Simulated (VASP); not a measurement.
Wanted: the native input for a VASP 6.6.1 run.

```
Task                   : single point
Functional             : r2SCAN
Potentials or basis    : VASP PAW PBE potentials, release 64 (Hf_pv, O)
Cutoff                 : 520 eV
k mesh                 : 6 × 6 × 6
Occupations            : gaussian, width 0.05 eV
Spin                   : no spin polarisation
Dipole correction      : no
Further INCAR settings : ALGO = Normal; EDIFF = 1e-07; NBANDS = 31
```

HfO2:

```
Hf O
1.0
     3.57536   -0.03419    0.01535
    -0.03419    3.49928   -0.03472
     0.02232   -0.05050    5.07841
Hf O
2 4
Direct
  0.50004 0.50362 0.49825
  0.00405 0.98731 0.00068
  0.98513 0.51211 0.69672
  0.50693 0.00028 0.80201
  0.49451 0.99759 0.30808
  0.00935 0.49909 0.19425
```

This cell differs from its parent crystal: atoms moved at random and the cell strained at random.

The input as run:

POSCAR

```
HfO2
1.0
    3.5753608914     -0.0341944570      0.0153463678
   -0.0341944570      3.4992802652     -0.0347151812
    0.0223220769     -0.0504950068      5.0784069722
Hf O
2 4
Direct
    0.5000422128      0.5036246803      0.4982538038
    0.0040473902     -0.0126939665      0.0006787530
   -0.0148747364      0.5121073910      0.6967183128
    0.5069279176      0.0002764865      0.8020148412
    0.4945076734     -0.0024087393      0.3080831615
    0.0093495423      0.4990941480      0.1942511277
```

INCAR.step1

```
ALGO = Normal
EDIFF = 1E-4
ENCUT = 520
GGA = PE
ISMEAR = 0
LASPH = T
LCHARG = F
LREAL = F
LWAVE = T
NBANDS = 31
NELM = 100
PREC = Accurate
SIGMA = 0.05
```

INCAR.step2

```
ALGO = Normal
EDIFF = 1E-7
ENCUT = 520
ISIF = 2
ISMEAR = 0
ISTART = 1
LASPH = T
LCHARG = F
LMIXTAU = T
LREAL = F
LWAVE = F
METAGGA = R2SCAN
NBANDS = 31
NELM = 100
PREC = Accurate
SIGMA = 0.05
```

KPOINTS

```
k-points
0
Gamma
  6 6 6
```

Potentials or basis: VASP PAW PBE potentials, release 64 (Hf_pv, O).

Run with:

```console
$ cat potpaw_PBE.64/Hf_pv/POTCAR potpaw_PBE.64/O/POTCAR > POTCAR
$ cp INCAR.step1 INCAR
$ mpirun -np 1 vasp_std > vasp.out
$ cp INCAR.step2 INCAR
$ mpirun -np 1 vasp_std > vasp.out
```

Results of the run:

```yaml
Pressure: 10.4 GPa
Largest_force: 1.238 eV/Å
Band_gap_on_the_k_mesh: 5.26 eV (least direct gap 5.34 eV)
```

Caveat: the cell differs from its parent crystal (atoms moved at random and the cell strained at random); the cell stands under pressure; the PAW data sets were made with another functional, which shifts forces and pressure a little; spin-orbit coupling is left out, which moves the levels of the heavy elements.

Run time: 26 min on 1 thread of Oxide Virtual Turin-like Processor (shared host), peak memory 0.28 GiB.
